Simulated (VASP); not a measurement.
Y: single point with PBE

Crystal: Y.

```
Y
1.0
     3.65615    0.00000    0.00000
    -1.82808    3.16632    0.00000
     0.00000    0.00000    5.68245
Y
2
Direct
  0.33333 0.66667 0.25000
  0.66667 0.33333 0.75000
```

```
Program                : VASP 6.6.1
Task                   : single point
Functional             : PBE
Potentials or basis    : VASP PAW PBE potentials, release 64 (Y_sv)
Cutoff                 : 520 eV
k mesh                 : 13 × 13 × 7
Occupations            : fermi-dirac, width 0.05 eV
Spin                   : no spin polarisation
Dipole correction      : no
Further INCAR settings : ALGO = Normal; EDIFF = 1e-06; NBANDS = 18
```

```
Pressure               : -0.1 GPa
Band gap on the k mesh : zero (bands 11 and 12 overlap by 1.42 eV)
```

Levels at points of the mesh, in eV from the Fermi level:
```
           k point  band 7  band 8  band 9  band 10  band 11  band 12  band 13  band 14  band 15  band 16
(0.00, 0.00, 0.00)  -22.41  -22.37   -4.68    -1.84     0.94     1.73     1.73     2.11     2.36     2.36
```

It took 74 s on 1 thread of Intel(R) Xeon(R) Platinum 8488C (Sapphire Rapids), on a shared host, peak memory 0.24 GiB.
